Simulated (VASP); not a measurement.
Wanted: the native input for a VASP 6.6.1 run.

* Task: single point
* Functional: PBE
* Potentials or basis: VASP PAW PBE potentials, release 64 (Ta_pv, N)
* Cutoff: 600 eV
* k mesh: 10 × 10 × 4
* Occupations: methfessel-paxton, width 0.3 eV
* Spin: no spin polarisation
* Dipole correction: no
* Further INCAR settings: ALGO = Normal; EDIFF = 1e-06; NBANDS = 27

The structure of Ta3N lies in POSCAR:

```
Ta3N
1.0
    3.0322240000      0.0000000000      0.0000000000
   -1.5161120000      2.6259830140      0.0000000000
    0.0000000000      0.0000000000      7.5241370000
Ta N
3 1
Direct
    0.0000000000      0.0000000000      0.5000000000
    0.3333333333      0.6666666667      0.1739300000
    0.6666666667      0.3333333333      0.8260700000
    0.0000000000      0.0000000000      0.0000000000
```

These files were run (other wordings do the same):

INCAR

```
SYSTEM = Ta3N
PREC = Accurate
ENCUT = 600
EDIFF = 1E-6
ISMEAR = 1
SIGMA = 0.3
LREAL = .FALSE.
LASPH = .TRUE.
NELM = 120
ALGO = Normal
ISIF = 2
LWAVE = .FALSE.
LCHARG = .TRUE.
GGA = PE
LELF = .TRUE.
LVHAR = .TRUE.
NBANDS = 27
GGA_COMPAT = .FALSE.
```

KPOINTS

```
regular mesh
0
G
  10 10 4
  0 0 0
```

Potentials or basis: VASP PAW PBE potentials, release 64 (Ta_pv, N).

Command:

```bash
$ cat potpaw_PBE.64/Ta_pv/POTCAR potpaw_PBE.64/N/POTCAR > POTCAR
$ mpirun -np 1 vasp_std > vasp.out
```

Results of the run:

The pressure is -0.5 GPa, the largest force is 0.099 eV/Å and the band gap on the k mesh is zero (bands 19 and 20 overlap by 0.65 eV).

Caveat: so wide a smearing shifts energies and pressures; spin-orbit coupling is left out, which moves the levels of the heavy elements.

Wall time 110 s on 1 thread of AMD EPYC 7R43 64-Core Processor (Zen 3), on a shared host, peak memory 0.19 GiB.
